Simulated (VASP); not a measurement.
Re, 3 atoms in the cell. The structure is trigonal, space group R-3m (No. 166). Conventional cell: a = 2.768 Å, b = 2.768 Å, c = 20.297 Å, α = 90.00°, β = 90.00°, γ = 120.00°. Within 3.6 Å of Re (site symmetry -3m) lie 12 Re at 2.76 to 2.77 Å. Re (site symmetry 3m) has 12 Re at 2.76 to 2.77 Å within 3.6 Å.  This cell differs from its parent crystal: zz strain of +1 %.

```yaml
Program: VASP 6.6.1
Task: single point
Functional: PBEsol
Potentials_or_basis: VASP PAW PBE potentials, release 64 (Re)
Cutoff: 520 eV
k_mesh: 15 × 15 × 15
Occupations: fermi-dirac, width 0.05 eV
Spin: no spin polarisation
Dipole_correction: no
Further_INCAR_settings: ALGO = Normal; EDIFF = 1e-07; NBANDS = 18
```

Potentials or basis: VASP PAW PBE potentials, release 64 (Re).

Launch:

```bash
$ cat potpaw_PBE.64/Re/POTCAR > POTCAR
$ mpirun -np 1 vasp_std > vasp.out
```

Hardware: 1 thread of Intel(R) Xeon(R) Platinum 8488C (Sapphire Rapids) (shared host).

Question: Estimate the wall time of this run.

Answer: Run time: 26 min on 1 thread of Intel(R) Xeon(R) Platinum 8488C (Sapphire Rapids), with other jobs on the host, peak memory 0.54 GiB. Counts: scf iterations 16, k points 344.
